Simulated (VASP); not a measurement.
# ZnO (P6_3mc) in VASP: single point with r2SCAN

Aim: the single point of ZnO with r2SCAN.

Everything below comes from runs of VASP 6.6.1. Logs are shortened: lines on timing, memory, paths and dates and some standing lists are left out, and cuts for length are marked.

**1. The cell of the first run**

It takes space group P6_3mc (No. 186, hexagonal). Conventional cell: a = 3.235 Å, b = 3.235 Å, c = 5.211 Å, α = 90.00°, β = 90.00°, γ = 120.00°. Within 2.6 Å of Zn (site symmetry 3m) lie 4 O at 1.97 to 1.98 Å. Within 2.6 Å of O (site symmetry 3m) lie 4 Zn at 1.97 to 1.98 Å.

**2. Single point, r2SCAN**

File POSCAR:

```
ZnO
1.0
    3.2351975635      0.0000000000      0.0000000000
   -1.6175987818      2.8017632763      0.0000000000
    0.0000000000      0.0000000000      5.2114228349
Zn O
2 2
Direct
    0.3333333333      0.6666666667      0.4996923815
    0.6666666667      0.3333333333     -0.0003076185
    0.6666666667      0.3333333333      0.3793176185
    0.3333333333      0.6666666667      0.8793176185
```

File INCAR.step1:

```
PREC = Accurate ; ENCUT = 1480
ISMEAR = 0 ; SIGMA = 0.01
LREAL = False ; LASPH = True
NELM = 120 ; NBANDS = 26
GGA = PE ; ALGO = Normal
EDIFF = 1E-5 ; LWAVE = True
LCHARG = False ; GGA_COMPAT = False
```

File INCAR.step2:

```
PREC = Accurate ; ENCUT = 1480
EDIFF = 1E-6 ; ISMEAR = 0
SIGMA = 0.01 ; LREAL = False
LASPH = True ; NELM = 120
ALGO = Normal ; ISIF = 2
LWAVE = False ; LCHARG = True
METAGGA = R2SCAN ; LMIXTAU = True
LELF = True ; LVHAR = True
NBANDS = 26 ; ISTART = 1
GGA_COMPAT = False
```

File KPOINTS:

```
Automatic mesh
0
Gamma
  8 8 4
```

Potentials or basis: VASP PAW PBE potentials, release 64 (Zn, O_h).

Run with:

```sh
cat potpaw_PBE.64/Zn/POTCAR potpaw_PBE.64/O_h/POTCAR > POTCAR
cp INCAR.step1 INCAR
mpirun -np 1 vasp_std > vasp.out
cp INCAR.step2 INCAR
mpirun -np 1 vasp_std > vasp.out
```

OUTCAR:

```text
PREC = Accurate
   ENCUT = 1480
   EDIFF = 1E-6
   ISMEAR = 0
   LREAL = False
   LASPH = True
   NELM = 120
   ISIF = 2
   METAGGA = R2SCAN
   ISTART = 1

 ion  position               nearest neighbor table
   1  0.333  0.667  0.500-   3 1.97   3 1.97   3 1.97   4 1.98
   2  0.667  0.333  1.000-   4 1.97   4 1.97   4 1.97   3 1.98
   3  0.667  0.333  0.379-   1 1.97   1 1.97   1 1.97   2 1.98
   4  0.333  0.667  0.879-   2 1.97   2 1.97   2 1.97   1 1.98

  LATTYP: Found a hexagonal cell.
 ALAT       =     3.2351975635
 C/A-ratio  =     1.6108514960

  Lattice vectors:

 A1 = (   3.2351975635,   0.0000000000,   0.0000000000)
 A2 = (  -1.6175987818,   2.8017632763,   0.0000000000)
 A3 = (   0.0000000000,   0.0000000000,   5.2114228349)

Analysis of symmetry for initial positions (statically):
=====================================================================
 Subroutine PRICEL returns:
 Original cell was already a primitive cell.

 Routine SETGRP: Setting up the symmetry group for a
 hexagonal supercell.

 Subroutine GETGRP returns: Found 12 space group operations
 (whereof  6 operations were pure point group operations)
 out of a pool of 24 trial point group operations.

The static configuration has the point symmetry C_3v.
 The point group associated with its full space group is C_6v.

Analysis of symmetry for dynamics (positions and initial velocities):
=====================================================================
 Subroutine PRICEL returns:
 Original cell was already a primitive cell.

 Routine SETGRP: Setting up the symmetry group for a
 hexagonal supercell.

 Subroutine GETGRP returns: Found 12 space group operations
 (whereof  6 operations were pure point group operations)
 out of a pool of 24 trial point group operations.

The dynamic configuration has the point symmetry C_3v.
 The point group associated with its full space group is C_6v.

 Subroutine INISYM returns: Found 12 space group operations
 (whereof  6 operations are pure point group operations),
 and found     1 'primitive' translations

----------------------------------------------------------------------------------------

                                     Primitive cell

  volume of cell :      47.2377

  direct lattice vectors                    reciprocal lattice vectors
     3.235197563  0.000000000  0.000000000     0.309100134  0.178459046  0.000000000
    -1.617598782  2.801763276  0.000000000     0.000000000  0.356918091  0.000000000
     0.000000000  0.000000000  5.211422835     0.000000000  0.000000000  0.191886176

  length of vectors
     3.235197563  3.235197564  5.211422835     0.356918091  0.356918091  0.191886176

  position of ions in fractional coordinates (direct lattice)
     0.333333333  0.666666667  0.499692381
     0.666666667  0.333333333  0.999692381
     0.666666667  0.333333333  0.379317618
     0.333333333  0.666666667  0.879317618

  ion indices of the primitive-cell ions
   primitive index   ion index
                 1           1
                 2           2
                 3           3
                 4           4

----------------------------------------------------------------------------------------

 KPOINTS: Automatic mesh

Automatic generation of k-mesh.
 Grid dimensions read from file:
 generate k-points for:    8    8    4

 Generating k-lattice:

  Cartesian coordinates                     Fractional coordinates (reciprocal lattice)
     0.038637517  0.022307381  0.000000000     0.125000000 -0.000000000  0.000000000
     0.000000000  0.044614761  0.000000000     0.000000000  0.125000000  0.000000000
     0.000000000  0.000000000  0.047971544     0.000000000  0.000000000  0.250000000

  Length of vectors
     0.044614761  0.044614761  0.047971544

  Shift w.r.t. Gamma in fractional coordinates (k-lattice)
     0.000000000  0.000000000  0.000000000

 Subroutine IBZKPT returns following result:
 ===========================================

 Found     30 irreducible k-points:

 Following reciprocal coordinates:
            Coordinates               Weight
  0.000000  0.000000  0.000000      1.000000
  0.125000 -0.000000  0.000000      6.000000
  0.250000 -0.000000  0.000000      6.000000
  0.375000 -0.000000  0.000000      6.000000
  0.500000 -0.000000  0.000000      3.000000
  0.125000  0.125000  0.000000      6.000000
[... 16 lines left out ...]
  0.250000 -0.000000  0.500000      6.000000
  0.375000 -0.000000  0.500000      6.000000
 [... further k-points ...]
   k-points           NKPTS =     30   k-points in BZ     NKDIM =     30   number of bands    NBANDS=     26
   number of dos      NEDOS =    301   number of ions     NIONS =      4
   total plane-waves  NPLWV = 123480
   dimension x,y,z NGX =    42 NGY =   42 NGZ =   70
   dimension x,y,z NGXF=    84 NGYF=   84 NGZF=  140
   ions per type =               2   2
   NGX,Y,Z   is equivalent  to a cutoff of  21.58, 21.58, 22.33 a.u.
   NGXF,Y,Z  is equivalent  to a cutoff of  43.16, 43.16, 44.66 a.u.
 SYSTEM =  unknown system
   PREC   = accura    normal or accurate (medium, high low for compatibility)
   ISTART =      1    job   : 0-new  1-cont  2-samecut
   ICHARG =      0    charge: 1-file 2-atom 10-const
   ISPIN  =      1    spin polarized calculation?
   LNONCOLLINEAR =      F non collinear calculations
   LSORBIT =      F    spin-orbit coupling
   LASPH  =      T    aspherical Exc in radial PAW
   ENCUT  = 1480.0 eV 108.78 Ry   10.43 a.u.  10.15 10.15 16.35*2*pi/ulx,y,z
   NELM   =    120;   NELMIN=  2; NELMDL=  0     # of ELM steps
   EDIFF  = 0.1E-05   stopping-criterion for ELM
   LREAL  =      F    real-space projection
   EDIFFG = 0.1E-04   stopping-criterion for IOM
   NSW    =      0    number of steps for IOM
   IBRION =     -1    ionic relax: 0-MD 1-quasi-New 2-CG
   NFREE  =      0    steps in history (QN), initial steepest desc. (CG)
   ISIF   =      2    stress and relaxation
   ISYM   =      2    0-nonsym 1-usesym 2-fastsym
   POTIM  = 0.5000    time-step for ionic-motion
   TEBEG  =    0.0;   TEEND  =   0.0 temperature during run
   PSTRESS=    0.0 pullay stress
   NELECT =      36.0000    total number of electrons
   NUPDOWN=      -1.0000    fix difference up-down
   EMIN   =  10.00;   EMAX   =-10.00  energy-range for DOS
   EFERMI =   0.00;   METHOD = LEGACY
   ISMEAR =     0;   SIGMA  =   0.01  broadening in eV -4-tet -1-fermi 0-gaus
   EFERMI_NEDOS =   21; number of points for ismear=-14 and -15
   IALGO  =     38    algorithm
   IMIX   =      4    mixing-type and parameters
     AMIX     =   0.40;   BMIX     =  1.00
     AMIX_MAG =   1.60;   BMIX_MAG =  1.00
  volume/ion in A,a.u.               =      11.81        79.69
  Fermi-wavevector in a.u.,A,eV,Ry     =   1.495361  2.825823 30.424062  2.236106
  Thomas-Fermi vector in A             =   2.607516
   LORBIT       =      0    0 simple, 1 ext, 2 COOP (PROOUT), +10 PAW based schemes
   METAGGA = R2SCAN    functional components
   LHFCALC =     F    Hartree Fock is set to
   AEXX    =    0.0000 exact exchange contribution
   IVDW    =     0    specifies the selected vdW correction
   LEPSILON=     F    determine dielectric tensor
   LRPA    =     F    only Hartree local field effects (RPA)
 non-spin polarized calculation
 Gauss-broadening in eV      SIGMA  =   0.01
  energy-cutoff  :     1480.00
  volume of cell :       47.24
 maximum number of plane-waves:      6136
 NGX is ok and might be reduce to    42
   NGX = 21   NGY = 21   NGZ = 33

 number of electron      36.0000000 magnetization

 Free energy of the ion-electron system (eV)
  ---------------------------------------------------
  ext. energy  EPLUGINS =         0.00000000
  ---------------------------------------------------
  free energy    TOTEN  =       -36.34772853 eV

  energy without entropy =      -36.34772853  energy(sigma->0) =      -36.34772853

 E-fermi :   1.3223     XC(G=0): -11.7090

 val. band max:        1.2402718101   @ k =   0.0000   0.0000   0.0000
 cond. band min:       2.4771764236   @ k =   0.0000   0.0000   0.0000
 fundamental gap:      1.2369046135
 Fermi energy:         1.3222929757

 k-point     1 :       0.0000    0.0000    0.0000
  band No.  band energies     occupation
      1     -17.9026      2.00000
      2     -17.2071      2.00000
      3      -4.6150      2.00000
      4      -4.6150      2.00000
      5      -4.5591      2.00000
      6      -4.5104      2.00000
[... 18 lines left out ...]
     25      16.3705      0.00000
     26      16.3705      0.00000

 k-point     2 :       0.1250   -0.0000    0.0000
  band No.  band energies     occupation
      1     -17.8205      2.00000
      2     -17.1709      2.00000
      3      -4.7049      2.00000
      4      -4.5637      2.00000
      5      -4.5100      2.00000
      6      -4.4414      2.00000
[... 18 lines left out ...]
     25      16.3652      0.00000
     26      16.5445      0.00000

 k-point     3 :       0.2500   -0.0000    0.0000
  band No.  band energies     occupation
      1     -17.6093      2.00000
      2     -17.0902      2.00000
      3      -4.8592      2.00000
      4      -4.5139      2.00000
      5      -4.4503      2.00000
      6      -4.3211      2.00000
[... 18 lines left out ...]
     25      15.5126      0.00000
     26      16.3690      0.00000

 k-point     4 :       0.3750   -0.0000    0.0000
  band No.  band energies     occupation
      1     -17.3664      2.00000
      2     -17.0315      2.00000
      3      -4.8949      2.00000
      4      -4.5638      2.00000
      5      -4.3612      2.00000
      6      -4.1017      2.00000
[... 18 lines left out ...]
     25      15.4247      0.00000
     26      16.3518      0.00000
[... 496 lines left out ...]
      1     -17.5019      2.00000
      2     -17.5019      2.00000
      3      -4.8529      2.00000
      4      -4.8529      2.00000
      5      -4.4806      2.00000
      6      -4.4806      2.00000
[... 18 lines left out ...]
     25      15.4302      0.00000
     26      15.4302      0.00000

 k-point    23 :       0.2500   -0.0000    0.5000
  band No.  band energies     occupation
      1     -17.3501      2.00000
      2     -17.3501      2.00000
      3      -4.9458      2.00000
      4      -4.9458      2.00000
      5      -4.3323      2.00000
      6      -4.3323      2.00000
[... 18 lines left out ...]
     25      15.6913      0.00000
     26      15.6913      0.00000

 k-point    24 :       0.3750   -0.0000    0.5000
  band No.  band energies     occupation
      1     -17.1934      2.00000
      2     -17.1934      2.00000
      3      -4.9938      2.00000
      4      -4.9938      2.00000
      5      -4.1597      2.00000
      6      -4.1597      2.00000
[... 18 lines left out ...]
     25      15.8243      0.00000
     26      15.8243      0.00000

 [... further k-points ...]

------------------------ aborting loop because EDIFF is reached ----------------------------------------

  FORCE on cell =-STRESS in cart. coord.  units (eV):
  Direction    XX          YY          ZZ          XY          YZ          ZX
  --------------------------------------------------------------------------------------
  -------------------------------------------------------------------------------------
  Total        0.3004166      0.3004166      0.3117641     -0.0000000      0.0000000      0.0000000
  in kB       10.1893371     10.1893371     10.5742152     -0.0000000      0.0000000      0.0000000
  external PRESSURE =      10.3176298 kB  Pullay stress =       0.0000000 kB

 VOLUME and BASIS-vectors are now :
 -----------------------------------------------------------------------------
  energy-cutoff  :     1480.00
  volume of cell :       47.24
      direct lattice vectors                 reciprocal lattice vectors
     3.235197563  0.000000000  0.000000000     0.309100134  0.178459046  0.000000000
    -1.617598782  2.801763276  0.000000000     0.000000000  0.356918091  0.000000000
     0.000000000  0.000000000  5.211422835     0.000000000  0.000000000  0.191886176

 POSITION                                       TOTAL-FORCE (eV/Angst)
 -----------------------------------------------------------------------------------
     -0.00000      1.86784      2.60411        -0.000000      0.000000      0.000212
      1.61760      0.93392      5.20982        -0.000000      0.000000      0.000212
      1.61760      0.93392      1.97678         0.000000      0.000000     -0.000212
     -0.00000      1.86784      4.58250         0.000000      0.000000     -0.000212
 -----------------------------------------------------------------------------------
    total drift:                                0.000000      0.000000     -0.008152

  FREE ENERGIE OF THE ION-ELECTRON SYSTEM (eV)
  ---------------------------------------------------
  free  energy   TOTEN  =       -36.3477285300 eV

  energy  without entropy=      -36.3477285300  energy(sigma->0) =      -36.34772853
```

Wall time 16 min (1 thread of Intel Xeon Platinum 8259CL at 2.50GHz (Skylake/Cascade Lake), shared host); peak memory 0.47 GiB.

What came out:

| Quantity | Value |
| --- | --- |
| Free energy | -36.3477 eV |
| Pressure | 1.0 GPa |
| Band gap on the k mesh | 1.24 eV |

Levels at points of the mesh, in eV from the valence-band top:
| k point | band 16 | band 17 | band 18 | band 19 | band 20 | band 21 |
| --- | --- | --- | --- | --- | --- | --- |
| (0.00, 0.00, 0.00) | -0.09 | 0.00 | 0.00 | 1.24 | 5.88 | 8.83 |
| (0.50, 0.00, 0.00) | -2.33 | -1.31 | -0.87 | 6.44 | 7.36 | 8.09 |
| (0.00, 0.00, 0.50) | -0.40 | -0.40 | -0.40 | 3.94 | 3.94 | 10.83 |
| (0.50, 0.00, 0.50) | -1.55 | -1.41 | -1.41 | 6.26 | 6.26 | 9.18 |

Caveat: the PAW data sets were made with another functional, which shifts forces and pressure a little.
